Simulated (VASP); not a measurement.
## Mg: single point with r2SCAN

Mg:

```xyz
1
Lattice="-1.8360 1.8360 1.6794 1.8360 -1.8360 1.6794 1.8360 1.8360 -1.6794" Properties=species:S:1:pos:R:3 pbc="T T T"
Mg    0.0000    0.0000    0.0000
```

* Program: VASP 6.6.1
* Task: single point
* Functional: r2SCAN
* Potentials or basis: VASP PAW PBE potentials, release 64 (Mg)
* Cutoff: 520 eV
* k mesh: 11 × 11 × 11
* Occupations: gaussian, width 0.01 eV
* Spin: no spin polarisation

| Quantity | Value |
| --- | --- |
| Pressure | -0.3 GPa |
| Band gap on the k mesh | zero (bands 1 and 2 overlap by 4.43 eV) |

Stress tensor (GPa, compression positive):
```
-1.02  0.00  0.00
 0.00 -1.02  0.00
 0.00  0.00  1.04
```

Levels at points of the mesh, in eV from the Fermi level:
```csv
k point,band 1,band 2,band 3,band 4,band 5
"(0.00, 0.00, 0.00)",-7.50,12.73,14.73,14.73,15.06
```

Wall time 95 s on 1 thread of AMD EPYC 7R13, with other jobs on the host, peak memory 0.12 GiB.

Caveat: the PAW data sets were made with another functional, which shifts forces and pressure a little.
